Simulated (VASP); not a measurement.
Here is a VASP 6.6.1 calculation.

File POSCAR:

```
Bi
1.0
   -1.9681319396      1.9681319396      1.9681319396
    1.9681319396     -1.9681319396      1.9681319396
    1.9681319396      1.9681319396     -1.9681319396
Bi
1
Direct
    0.0000000000      0.0000000000      0.0000000000
```

INCAR.step1

```
SYSTEM = Bi
ALGO     = Normal         ! electronic algorithm
EDIFF    = 1E-5           ! SCF threshold, eV
ENCUT    = 520            ! plane-wave cutoff, eV
GGA      = PE             ! functional
ISIF     = 2              ! what is computed and relaxed
ISMEAR   = -1             ! smearing method
LASPH    = .TRUE.         ! aspherical terms in the spheres
LCHARG   = .FALSE.        ! write CHGCAR
LREAL    = .FALSE.        ! projectors in reciprocal space
LWAVE    = .TRUE.         ! write WAVECAR
NBANDS   = 14             ! bands
NELM     = 80             ! most SCF steps
PREC     = Accurate       ! precision mode
SIGMA    = 0.05           ! smearing width, eV
```

Contents of INCAR.step2:

```
SYSTEM = Bi
AEXX     = 0.25           ! exact-exchange fraction
ALGO     = Normal         ! electronic algorithm
EDIFF    = 1E-6           ! SCF threshold, eV
ENCUT    = 520            ! plane-wave cutoff, eV
ISIF     = 2              ! what is computed and relaxed
ISMEAR   = -1             ! smearing method
ISTART   = 1            
LASPH    = .TRUE.         ! aspherical terms in the spheres
LCHARG   = .FALSE.        ! write CHGCAR
LHFCALC  = .TRUE.         ! exact exchange
LMIXTAU  = .TRUE.       
LREAL    = .FALSE.        ! projectors in reciprocal space
LWAVE    = .FALSE.        ! write WAVECAR
METAGGA  = R2SCAN         ! meta-GGA
NBANDS   = 14             ! bands
NELM     = 80             ! most SCF steps
PREC     = Accurate       ! precision mode
PRECFOCK = Normal       
SIGMA    = 0.05           ! smearing width, eV
```

Contents of KPOINTS:

```
k-points
0
G
  5 5 5
  0 0 0
```

Potentials or basis: VASP PAW PBE potentials, release 64 (Bi_d).

The run is started by

```sh
$ cat potpaw_PBE.64/Bi_d/POTCAR > POTCAR
$ cp INCAR.step1 INCAR
$ mpirun -np 1 vasp_std > vasp.out
$ cp INCAR.step2 INCAR
$ mpirun -np 1 vasp_std > vasp.out
```

(1) Predict the pressure.

(2) Estimate the band gap on the k mesh.

## Answers

(1) -1.5 GPa.

(2) zero (an odd number of electrons rules out a gap without spin polarisation).

Caveat: the k points lie up to 0.45 Å⁻¹ apart, too coarse for converged energies and pressures of a metal; the PAW data sets were made with another functional, which shifts forces and pressure a little; spin-orbit coupling is left out, which moves the levels of the heavy elements.
